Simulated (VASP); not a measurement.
Write the native input for VASP 6.6.1 that does the following.

* Task: single point
* Functional: r2SCAN
* Potentials or basis: VASP PAW PBE potentials, release 64 (Li_sv, H)
* Cutoff: 520 eV
* k mesh: 12 × 12 × 6
* Occupations: gaussian, width 0.01 eV
* Spin: no spin polarisation
* Dipole correction: no
* Further INCAR settings: ALGO = Normal; EDIFF = 1e-06; NBANDS = 12

LiH:

```
Li H
1.0
     3.24541    0.00000    0.00000
    -1.62271    2.81963    0.00000
     0.00000    0.00000    4.06844
Li H
2 2
Direct
  0.33342 0.66684 0.93750
  0.66658 0.33316 0.43750
  0.33365 0.66730 0.43750
  0.66635 0.33270 0.93750
```

This cell differs from its parent crystal: uniaxial x strain -0.3%.

The input as run:

POSCAR

```
LiH
1.0
    3.2454110982      0.0000000000      0.0000000000
   -1.6227055491      2.8196312768      0.0000000000
    0.0000000000      0.0000000000      4.0684421498
Li H
2 2
Direct
    0.3334186514      0.6668373028     -0.0625000000
    0.6665813486      0.3331626972      0.4375000000
    0.3336502114      0.6673004228      0.4375000000
    0.6663497886      0.3326995772      0.9375000000
```

INCAR.step1

```
SYSTEM = LiH
PREC     = Accurate       ! precision mode
ENCUT    = 520            ! plane-wave cutoff, eV
ISMEAR   = 0              ! smearing method
SIGMA    = 0.01           ! smearing width, eV
LREAL    = .False.        ! projectors in reciprocal space
LASPH    = .True.         ! aspherical terms in the spheres
NELM     = 60             ! most SCF steps
NBANDS   = 12             ! bands
GGA      = PE             ! functional
ALGO     = Normal         ! electronic algorithm
EDIFF    = 1E-4           ! SCF threshold, eV
LWAVE    = .True.         ! write WAVECAR
LCHARG   = .False.        ! write CHGCAR
```

INCAR.step2

```
SYSTEM = LiH
PREC     = Accurate       ! precision mode
ENCUT    = 520            ! plane-wave cutoff, eV
EDIFF    = 1E-6           ! SCF threshold, eV
ISMEAR   = 0              ! smearing method
SIGMA    = 0.01           ! smearing width, eV
LREAL    = .False.        ! projectors in reciprocal space
LASPH    = .True.         ! aspherical terms in the spheres
NELM     = 60             ! most SCF steps
ALGO     = Normal         ! electronic algorithm
ISIF     = 2              ! what is computed and relaxed
LWAVE    = .False.        ! write WAVECAR
LCHARG   = .False.        ! write CHGCAR
METAGGA  = R2SCAN         ! meta-GGA
LMIXTAU  = .True.       
NBANDS   = 12             ! bands
ISTART   = 1
```

KPOINTS

```
Automatic mesh
0
Gamma
  12 12 6
  0 0 0
```

Potentials or basis: VASP PAW PBE potentials, release 64 (Li_sv, H).

Command:

```sh
$ cat potpaw_PBE.64/Li_sv/POTCAR potpaw_PBE.64/H/POTCAR > POTCAR
$ cp INCAR.step1 INCAR
$ mpirun -np 1 vasp_std > vasp.out
$ cp INCAR.step2 INCAR
$ mpirun -np 1 vasp_std > vasp.out
```

Results of the run:

```
Largest force          : 0.004 eV/Å
Band gap on the k mesh : 2.30 eV, indirect (least direct gap 3.60 eV)
```

Caveat: the cell differs from its parent crystal (uniaxial x strain -0.3%); the PAW data sets were made with another functional, which shifts forces and pressure a little.

It took 5.5 min on 1 thread of AMD EPYC 9755 128-Core Processor, with other jobs on the host, peak memory 0.15 GiB.
